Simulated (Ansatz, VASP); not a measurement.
Bi: VASP beside Ansatz

```
Bi
1.0
     2.20481    1.27295    3.95400
    -2.20481    1.27295    3.95400
     0.00000   -2.54589    3.95400
Bi
2
Direct
  0.23389 0.23389 0.23389
  0.76611 0.76611 0.76611
```

Change from the starting cell: equal xx and yy strain of -3 %, PAW files.

Alike in both runs: task electric field gradients; functional PBE; k mesh 11 × 11 × 11; occupations fermi-dirac, width 0.03 eV; no spin polarisation.

|  | VASP | Ansatz |
| --- | --- | --- |
| version | VASP 6.6.1 | Ansatz 0.2.0 |
| potentials or method | VASP PAW PBE potentials, release 64 (Bi_d) | PAW with Ansatz's default frozen-core files, scalar-relativistic |
| plane-wave cutoff (eV) | 520 | 420 |
| valence electrons in the cell | 30 | 30 |

```csv
,VASP,Ansatz,Ansatz less VASP
pressure (GPa),5.5,5.5,+0.06
"traceless stress, the component that is largest in VASP (GPa)",-0.86,-0.86,0.000
rms of the force components (eV/Å),0.277,0.272,-0.0055
size of Vzz on the site where it differs most (V/Å²),12.0,14.4,+2.47
```

Atom by atom the forces differ by 0.005 eV/Å (rms over components). The functional is the same, so the differences come from potentials, cutoffs and numerics.

Neither program's run includes spin-orbit coupling.
